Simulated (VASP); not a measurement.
# CrO2 (Cmmm) in VASP: further runs

The runs below take CrO2 through single point, with PBE.

All numbers are computed with VASP 6.6.1; they aren't measurements. Logs are shortened: lines on timing, memory, paths and dates and some standing lists are left out, and cuts for length are marked.

### 1 The cell of the first run

Symmetry: Cmmm, No. 65, orthorhombic system. The conventional cell has a = 6.221 Å, b = 6.283 Å, c = 2.917 Å, α = 90.00°, β = 90.00°, γ = 90.00°. Cr (site symmetry mmm) has 6 O at 1.87 to 1.92 Å within 2.5 Å. Within 2.5 Å of Cr (site symmetry mmm) lie 6 O at 1.89 to 1.91 Å. O (site symmetry 2mm) has 3 Cr at 1.87 to 1.91 Å and 1 O at 2.48 Å within 2.5 Å. Within 2.7 Å of O (site symmetry m2m) lie 3 Cr at 1.89 to 1.92 Å and 9 O at 2.50 to 2.69 Å.

### 2 Single point, PBE, collinear spin, ferromagnetic start

INCAR reads:

```
SYSTEM = CrO2
ALGO     = Normal         ! electronic algorithm
EDIFF    = 1E-7           ! SCF threshold, eV
ENCUT    = 520            ! plane-wave cutoff, eV
GGA      = PE             ! functional
ISIF     = 2              ! what is computed and relaxed
ISMEAR   = -1             ! smearing method
ISPIN    = 2              ! spin polarisation
LASPH    = .TRUE.         ! aspherical terms in the spheres
LCHARG   = .FALSE.        ! write CHGCAR
LMAXMIX  = 4              ! l up to which the mixer works
LORBIT   = 11             ! projections on sites
LREAL    = .FALSE.        ! projectors in reciprocal space
LWAVE    = .FALSE.        ! write WAVECAR
MAGMOM   = 3 3 0 0 0 0    ! initial moments
NBANDS   = 37             ! bands
NELM     = 150            ! most SCF steps
PREC     = Accurate       ! precision mode
SIGMA    = 0.05           ! smearing width, eV
```

KPOINTS reads:

```
k-points
0
G
  5 5 8
  0 0 0
```

POSCAR reads:

```
CrO2
1.0
    4.4210000000      0.0221050000      0.0000000000
    0.0221050000      4.4210000000      0.0000000000
    0.0000000000      0.0000000000      2.9170000000
Cr O
2 4
Direct
    0.5000000000      0.5000000000      0.5000000000
    0.0000000000      0.0000000000      0.0000000000
    0.8010000000      0.1990000000      0.5000000000
    0.6990000000      0.6990000000      0.0000000000
    0.1990000000      0.8010000000      0.5000000000
    0.3010000000      0.3010000000      0.0000000000
```

Potentials or basis: VASP PAW PBE potentials, release 64 (Cr_pv, O).

On the command line:

```console
cat potpaw_PBE.64/Cr_pv/POTCAR potpaw_PBE.64/O/POTCAR > POTCAR
mpirun -np 1 vasp_std > vasp.out
```

OUTCAR:

```text
SYSTEM = CrO2
   EDIFF = 1E-7
   ENCUT = 520
   GGA = PE
   ISIF = 2
   ISMEAR = -1
   ISPIN = 2
   LASPH = .TRUE.
   LORBIT = 11
   LREAL = .FALSE.
   NELM = 150
   PREC = Accurate

 ion  position               nearest neighbor table
   1  0.500  0.500  0.500-   3 1.87   5 1.87   4 1.92   6 1.92   4 1.92   6 1.92
   2  0.000  0.000  0.000-   4 1.89   6 1.89   5 1.91   3 1.91   3 1.91   5 1.91
   3  0.801  0.199  0.500-   1 1.87   2 1.91   2 1.91
   4  0.699  0.699  0.000-   2 1.89   1 1.92   1 1.92
   5  0.199  0.801  0.500-   1 1.87   2 1.91   2 1.91
   6  0.301  0.301  0.000-   2 1.89   1 1.92   1 1.92

  LATTYP: Found a base centered orthorhombic cell.
 ALAT       =     6.2209769685
 B/A-ratio  =     1.0100502513
 C/A-ratio  =     0.4688974119

  Lattice vectors:

 A1 = (  -0.0221050000,  -4.4210000000,   0.0000000000)
 A2 = (   4.4210000000,   0.0221050000,   0.0000000000)
 A3 = (   0.0000000000,   0.0000000000,   2.9170000000)

Analysis of symmetry for initial positions (statically):
=====================================================================
 Subroutine PRICEL returns:
 Original cell was already a primitive cell.

 Routine SETGRP: Setting up the symmetry group for a
 base centered orthorhombic supercell.

 Subroutine GETGRP returns: Found  8 space group operations
 (whereof  8 operations were pure point group operations)
 out of a pool of  8 trial point group operations.

The static configuration has the point symmetry D_2h.

Analysis of symmetry for dynamics (positions and initial velocities):
=====================================================================
 Subroutine PRICEL returns:
 Original cell was already a primitive cell.

 Routine SETGRP: Setting up the symmetry group for a
 base centered orthorhombic supercell.

 Subroutine GETGRP returns: Found  8 space group operations
 (whereof  8 operations were pure point group operations)
 out of a pool of  8 trial point group operations.

The dynamic configuration has the point symmetry D_2h.

Analysis of structural, dynamic, and magnetic symmetry:
=====================================================================
 Subroutine PRICEL returns:
 Original cell was already a primitive cell.

 Routine SETGRP: Setting up the symmetry group for a
 base centered orthorhombic supercell.

 Subroutine GETGRP returns: Found  8 space group operations
 (whereof  8 operations were pure point group operations)
 out of a pool of  8 trial point group operations.

The overall configuration has the point symmetry D_2h.

 Subroutine INISYM returns: Found  8 space group operations
 (whereof  8 operations are pure point group operations),
 and found     1 'primitive' translations

----------------------------------------------------------------------------------------

                                     Primitive cell

  volume of cell :      57.0120

  direct lattice vectors                    reciprocal lattice vectors
     4.421000000  0.022105000  0.000000000     0.226198824 -0.001130994  0.000000000
     0.022105000  4.421000000  0.000000000    -0.001130994  0.226198824  0.000000000
     0.000000000  0.000000000  2.917000000     0.000000000  0.000000000  0.342817964

  length of vectors
     4.421055262  4.421055262  2.917000000     0.226201651  0.226201651  0.342817964

  position of ions in fractional coordinates (direct lattice)
     0.500000000  0.500000000  0.500000000
     0.000000000  0.000000000  0.000000000
     0.801000000  0.199000000  0.500000000
     0.699000000  0.699000000  0.000000000
     0.199000000  0.801000000  0.500000000
     0.301000000  0.301000000  0.000000000

  ion indices of the primitive-cell ions
   primitive index   ion index
                 1           1
                 2           2
                 3           3
                 4           4
                 5           5
                 6           6

----------------------------------------------------------------------------------------

 KPOINTS: k-points

Automatic generation of k-mesh.
 Grid dimensions read from file:
 generate k-points for:    5    5    8

 Generating k-lattice:

[... 40 lines left out ...]
  0.400000  0.200000  0.250000      8.000000
 -0.400000  0.200000  0.250000      8.000000
 [... further k-points ...]
   k-points           NKPTS =     45   k-points in BZ     NKDIM =     45   number of bands    NBANDS=     37
   number of dos      NEDOS =    301   number of ions     NIONS =      6
   total plane-waves  NPLWV =  31104
   dimension x,y,z NGX =    36 NGY =   36 NGZ =   24
   dimension x,y,z NGXF=    72 NGYF=   72 NGZF=   48
   ions per type =               2   4
   NGX,Y,Z   is equivalent  to a cutoff of  13.54, 13.54, 13.68 a.u.
   NGXF,Y,Z  is equivalent  to a cutoff of  27.07, 27.07, 27.36 a.u.
 SYSTEM =  CrO2
   PREC   = accura    normal or accurate (medium, high low for compatibility)
   ISTART =      0    job   : 0-new  1-cont  2-samecut
   ICHARG =      2    charge: 1-file 2-atom 10-const
   ISPIN  =      2    spin polarized calculation?
   LNONCOLLINEAR =      F non collinear calculations
   LSORBIT =      F    spin-orbit coupling
   LASPH  =      T    aspherical Exc in radial PAW
   ENCUT  =  520.0 eV  38.22 Ry    6.18 a.u.   8.22  8.22  5.42*2*pi/ulx,y,z
   NELM   =    150;   NELMIN=  2; NELMDL= -5     # of ELM steps
   EDIFF  = 0.1E-06   stopping-criterion for ELM
   LREAL  =      F    real-space projection
   EDIFFG = 0.1E-05   stopping-criterion for IOM
   NSW    =      0    number of steps for IOM
   IBRION =     -1    ionic relax: 0-MD 1-quasi-New 2-CG
   NFREE  =      0    steps in history (QN), initial steepest desc. (CG)
   ISIF   =      2    stress and relaxation
   ISYM   =      2    0-nonsym 1-usesym 2-fastsym
   POTIM  = 0.5000    time-step for ionic-motion
   TEBEG  =    0.0;   TEEND  =   0.0 temperature during run
   PSTRESS=    0.0 pullay stress
   NELECT =      48.0000    total number of electrons
   NUPDOWN=      -1.0000    fix difference up-down
   EMIN   =  10.00;   EMAX   =-10.00  energy-range for DOS
   EFERMI =   0.00;   METHOD = LEGACY
   ISMEAR =    -1;   SIGMA  =   0.05  broadening in eV -4-tet -1-fermi 0-gaus
   EFERMI_NEDOS =   21; number of points for ismear=-14 and -15
   IALGO  =     38    algorithm
   IMIX   =      4    mixing-type and parameters
     AMIX     =   0.40;   BMIX     =  1.00
     AMIX_MAG =   1.60;   BMIX_MAG =  1.00
  volume/ion in A,a.u.               =       9.50        64.12
  Fermi-wavevector in a.u.,A,eV,Ry     =   1.545847  2.921226 32.513046  2.389642
  Thomas-Fermi vector in A             =   2.651167
   LORBIT       =     11    0 simple, 1 ext, 2 COOP (PROOUT), +10 PAW based schemes
   GGA     = PE    functional components
   LHFCALC =     F    Hartree Fock is set to
   AEXX    =    0.0000 exact exchange contribution
   IVDW    =     0    specifies the selected vdW correction
   LEPSILON=     F    determine dielectric tensor
   LRPA    =     F    only Hartree local field effects (RPA)
 spin polarized calculation
  energy-cutoff  :      520.00
  volume of cell :       57.01
 maximum number of plane-waves:      1552
 NGX is ok and might be reduce to    36
   NGX = 17   NGY = 17   NGZ = 11

 number of electron      48.0000027 magnetization       4.0001280

 Free energy of the ion-electron system (eV)
  ---------------------------------------------------
  ext. energy  EPLUGINS =         0.00000000
  ---------------------------------------------------
  free energy    TOTEN  =       -50.33652704 eV

  energy without entropy =      -50.32294726  energy(sigma->0) =      -50.32973715

 E-fermi :   5.6818     XC(G=0): -11.9123

 val. band max:        5.6584574543   @ k =   0.2000   0.0000   0.2500
 cond. band min:       5.6861587838   @ k =  -0.4000   0.4000   0.3750
 fundamental gap:      0.0277013295
 Fermi energy:         5.6817763623

 spin component 1

 k-point     1 :       0.0000    0.0000    0.0000
  band No.  band energies     occupation
      1     -39.2706      1.00000
      2     -39.2548      1.00000
      3     -39.1393      1.00000
      4     -39.1353      1.00000
      5     -39.0540      1.00000
      6     -39.0377      1.00000
[... 925 lines left out ...]
     35      16.4126      0.00000
     36      17.4674      0.00000

 [... further k-points ...]

 spin component 2

 k-point     1 :       0.0000    0.0000    0.0000
  band No.  band energies     occupation
      1     -37.2845      1.00000
      2     -37.2345      1.00000
      3     -36.9238      1.00000
      4     -36.8999      1.00000
      5     -36.6752      1.00000
      6     -36.6580      1.00000
[... 925 lines left out ...]
     35      16.5774      0.00000
     36      17.6189      0.00000

 [... further k-points ...]

 [bands above 36 left out]

------------------------ aborting loop because EDIFF is reached ----------------------------------------

  FORCE on cell =-STRESS in cart. coord.  units (eV):
  Direction    XX          YY          ZZ          XY          YZ          ZX
  --------------------------------------------------------------------------------------
  -------------------------------------------------------------------------------------
  Total        1.1908615      1.1908615      0.9098463     -0.8240359      0.0000000      0.0000000
  in kB       33.4661101     33.4661101     25.5688983    -23.1574166      0.0000000      0.0000000
  external PRESSURE =      30.8337062 kB  Pullay stress =       0.0000000 kB

 VOLUME and BASIS-vectors are now :
 -----------------------------------------------------------------------------
  energy-cutoff  :      520.00
  volume of cell :       57.01
      direct lattice vectors                 reciprocal lattice vectors
     4.421000000  0.022105000  0.000000000     0.226198824 -0.001130994  0.000000000
     0.022105000  4.421000000  0.000000000    -0.001130994  0.226198824  0.000000000
     0.000000000  0.000000000  2.917000000     0.000000000  0.000000000  0.342817964

 POSITION                                       TOTAL-FORCE (eV/Angst)
 -----------------------------------------------------------------------------------
      2.22155      2.22155      1.45850        -0.000000      0.000000      0.000000
      0.00000      0.00000      0.00000        -0.000000      0.000000      0.000000
      3.54562      0.89749      1.45850         0.196844     -0.196844      0.000000
      3.10573      3.10573      0.00000        -0.172660     -0.172660      0.000000
      0.89749      3.54562      1.45850        -0.196844      0.196844      0.000000
      1.33737      1.33737      0.00000         0.172660      0.172660      0.000000
 -----------------------------------------------------------------------------------
    total drift:                                0.000000      0.000000      0.000000

  FREE ENERGIE OF THE ION-ELECTRON SYSTEM (eV)
  ---------------------------------------------------
  free  energy   TOTEN  =       -50.3365270415 eV

  energy  without entropy=      -50.3229472576  energy(sigma->0) =      -50.32973715

 total charge

# of ion       s       p       d       tot
------------------------------------------
    1        0.367   6.466   4.029  10.862
    2        0.365   6.462   4.028  10.855
    3        1.573   3.468   0.000   5.041
    4        1.572   3.460   0.000   5.031
    5        1.573   3.468   0.000   5.041
    6        1.572   3.460   0.000   5.031
--------------------------------------------------
tot          7.020  26.784   8.057  41.861

 magnetization (x)

# of ion       s       p       d       tot
------------------------------------------
    1        0.024   0.032   2.028   2.084
    2        0.024   0.032   2.051   2.108
    3       -0.003  -0.070   0.000  -0.073
    4       -0.003  -0.071   0.000  -0.074
    5       -0.003  -0.070   0.000  -0.073
    6       -0.003  -0.071   0.000  -0.074
--------------------------------------------------
tot          0.038  -0.218   4.080   3.899
```

Run time: 82 s. Hardware: 1 thread of Intel Xeon 6975P-C (Granite Rapids), shared host; peak memory 0.28 GiB.

What came out:

* Free energy: -50.3365 eV
* Pressure: 3.1 GPa
* Largest force: 0.278 eV/Å
* Band gap on the k mesh: zero (filled and empty bands overlap)
* Net moment: 4.00 μB per cell
* Site moments: Cr +2.08, +2.11; O -0.07 μB
* Valence electrons inside the program's atomic spheres: Cr 10.86; O 5.04, 5.03 (each value once)

Forces in eV/Å, atoms in the order of the input:
```
Cr   0.000  0.000  0.000
Cr   0.000  0.000  0.000
O    0.197 -0.197  0.000
O   -0.173 -0.173  0.000
O   -0.197  0.197  0.000
O    0.173  0.173  0.000
```

Levels at points of the mesh, in eV from the Fermi level:
Spin up:
```
           k point  band 22  band 23  band 24  band 25  band 26  band 27  band 28  band 29  band 30  band 31
(0.00, 0.00, 0.00)    -1.24    -1.20    -1.20    -1.16    -1.15    -0.63     1.15     1.20     3.67     3.75
(0.00, 0.00, 0.50)    -2.61    -0.72    -0.68     0.01     0.04     0.72     0.73     2.46     2.55     2.87
```
Spin down:
| k point | band 20 | band 21 | band 22 | band 23 | band 24 | band 25 |
| --- | --- | --- | --- | --- | --- | --- |
| (0.00, 0.00, 0.00) | -1.40 | -1.36 | -0.91 | 0.88 | 0.93 | 1.18 |
| (0.00, 0.00, 0.50) | -3.60 | -2.62 | -2.50 | 1.65 | 1.66 | 2.11 |

Caveat: the cell stands under pressure; semilocal functionals often make such compounds metallic where correlation or magnetic order opens a gap, which also shifts bond lengths; the run started ferromagnetic, and an antiferromagnetic order may lie lower in energy.

### 3 Single point, PBE, collinear spin, ferromagnetic start

INCAR reads:

```
SYSTEM = CrO2
ALGO = Normal
EDIFF = 1E-6
ENCUT = 520
GGA = PE
ISIF = 2
ISMEAR = -1
ISPIN = 2
LASPH = .TRUE.
LCHARG = .FALSE.
LMAXMIX = 4
LORBIT = 11
LREAL = .FALSE.
LWAVE = .FALSE.
MAGMOM = 3 3 0 0 0 0
NBANDS = 37
NELM = 150
PREC = Accurate
SIGMA = 0.05
```

KPOINTS is that of step 2.

POSCAR: that of step 2 with these lines changed.

```diff
@@ -2,4 +2,4 @@
 1.0
-    4.4210000000      0.0221050000      0.0000000000
-    0.0221050000      4.4210000000      0.0000000000
+    4.4210000000      0.0442100000      0.0000000000
+    0.0442100000      4.4210000000      0.0000000000
     0.0000000000      0.0000000000      2.9170000000
```

Potentials or basis: VASP PAW PBE potentials, release 64 (Cr_pv, O).

On the command line:

```console
cat potpaw_PBE.64/Cr_pv/POTCAR potpaw_PBE.64/O/POTCAR > POTCAR
mpirun -np 1 vasp_std > vasp.out
```

It took 82 s on 1 thread of Intel Xeon 6975P-C (Granite Rapids), shared host; peak memory 0.28 GiB.

Results (log left out):

| Property | Result |
| --- | --- |
| Free energy | -50.3240 eV |
| Pressure | 3.2 GPa |
| Largest force | 0.301 eV/Å |
| Band gap on the k mesh | zero (filled and empty bands overlap) |
| Net moment | 4.00 μB per cell |
| Site moments | Cr +2.07, +2.12; O -0.07 μB |
| Valence electrons inside the program's atomic spheres | Cr 10.87, 10.85; O 5.05, 5.03 (each value once) |

Forces on the atoms (eV/Å):
```
Cr   0.000  0.000  0.000
Cr   0.000  0.000  0.000
O    0.213 -0.213  0.000
O   -0.164 -0.164  0.000
O   -0.213  0.213  0.000
O    0.164  0.164  0.000
```

Stress tensor (GPa, compression positive):
```
 3.46 -4.63  0.00
-4.63  3.46  0.00
 0.00  0.00  2.63
```

Levels at points of the mesh, in eV from the Fermi level:
Spin up:
```csv
k point,band 23,band 24,band 25,band 26,band 27,band 28,band 29,band 30
"(0.00, 0.00, 0.00)",-1.20,-1.18,-1.16,-1.15,-0.63,1.14,1.20,3.63
"(0.00, 0.00, 0.50)",-0.73,-0.67,-0.01,0.07,0.72,0.73,2.42,2.60
```
Spin down:
```csv
k point,band 20,band 21,band 22,band 23,band 24,band 25
"(0.00, 0.00, 0.00)",-1.41,-1.34,-0.91,0.88,0.92,1.17
"(0.00, 0.00, 0.50)",-3.57,-2.68,-2.44,1.65,1.66,2.09
```

Caveat: the cell stands under pressure; semilocal functionals often make such compounds metallic where correlation or magnetic order opens a gap, which also shifts bond lengths; the run started ferromagnetic, and an antiferromagnetic order may lie lower in energy.

The gap in the log of VASP goes by the Fermi energy; the results here count the filled bands.